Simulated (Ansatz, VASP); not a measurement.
Ge3Te2S: VASP beside Ansatz

The input INCAR:

```
PREC     = Accurate       # precision mode
ENCUT    = 600            # plane-wave cutoff, eV
EDIFF    = 1E-6           # SCF threshold, eV
ISMEAR   = 0              # smearing method
SIGMA    = 0.1            # smearing width, eV
LREAL    = F              # projectors in reciprocal space
LASPH    = T              # aspherical terms in the spheres
NELM     = 60             # most SCF steps
ALGO     = Normal         # electronic algorithm
ISIF     = 3              # what is computed and relaxed
LWAVE    = F              # write WAVECAR
LCHARG   = F              # write CHGCAR
GGA      = PE             # functional
IBRION   = 2              # ionic algorithm
NSW      = 90             # ionic steps
EDIFFG   = -0.04          # ionic threshold
```

Contents of KPOINTS:

```
regular mesh
0
Gamma
  4 4 4
```

Contents of POSCAR:

```
Ge3Te2S
1.0
    3.6278527500     -3.9421046000      0.0000000000
    3.6278527500      3.9421046000      0.0000000000
    0.0000000000      0.0000000000      6.2603115400
Ge Te S
3 2 1
Direct
    0.5000000000      0.5000000000      0.0000000000
    0.2757364200      0.7242635800      0.5000000000
    0.7242635800      0.2757364200      0.5000000000
    0.0000000000      0.0000000000      0.5000000000
    0.0000000000      0.0000000000      0.0000000000
    0.5000000000      0.5000000000      0.5000000000
```

Input for Ansatz:

```yaml
crystal:
  lattice:
    - [3.62785275, -3.9421046, 0.0]
    - [3.62785275, 3.9421046, 0.0]
    - [0.0, 0.0, 6.26031154]
  atoms:
    - { symbol: Ge, position: [0.5, 0.5, 0.0] }
    - { symbol: Ge, position: [0.27573642, 0.72426358, 0.5] }
    - { symbol: Ge, position: [0.72426358, 0.27573642, 0.5] }
    - { symbol: Te, position: [0.0, 0.0, 0.5] }
    - { symbol: Te, position: [0.0, 0.0, 0.0] }
    - { symbol: S, position: [0.5, 0.5, 0.5] }
basis:
  ecutwfc: 420
kpoints:
  mp_grid: { grid: [4, 4, 4] }
hamiltonian:
  xc: pbe
scf:
  occupations: { method: gaussian, width: 0.1 }
  lower_state_search: "off"
output:
  forces: true
  stress: true
  eigenvalues: true
relax:
  adjacent_minimum: "off"
  f_tol: 0.04
  max_steps: 70
  cell: { stress_tol: 0.4 }
```

Alike in both runs: task relaxation of cell and atoms; functional PBE; k mesh 4 × 4 × 4; occupations gaussian, width 0.1 eV; no spin polarisation.

```csv
,VASP,Ansatz
version,VASP 6.6.1,Ansatz 0.2.0
potentials or method,"VASP PAW PBE potentials, release 64 (Ge_d, Te, S), cutoff 600 eV","scalar-relativistic, plane waves, PAW"
valence electrons in the cell,60,80
```

|  | VASP | Ansatz | Ansatz less VASP |
| --- | --- | --- | --- |
| gap on the k mesh at the Fermi level, each at its own relaxed structure (eV) | none | none | - |
| relaxed volume (Å³/atom) | 30.65 | 30.73 | +0.087 |
| relaxed cell length with the largest relative difference (Å) | 5.930 | 5.951 | +0.0210 |

A gap of «none» marks a metal or a gap that the smearing closes. VASP's potentials hold 60 valence electrons a cell and Ansatz's 80, so a difference there can come from the potentials and not from the codes.

Neither program's run includes spin-orbit coupling.
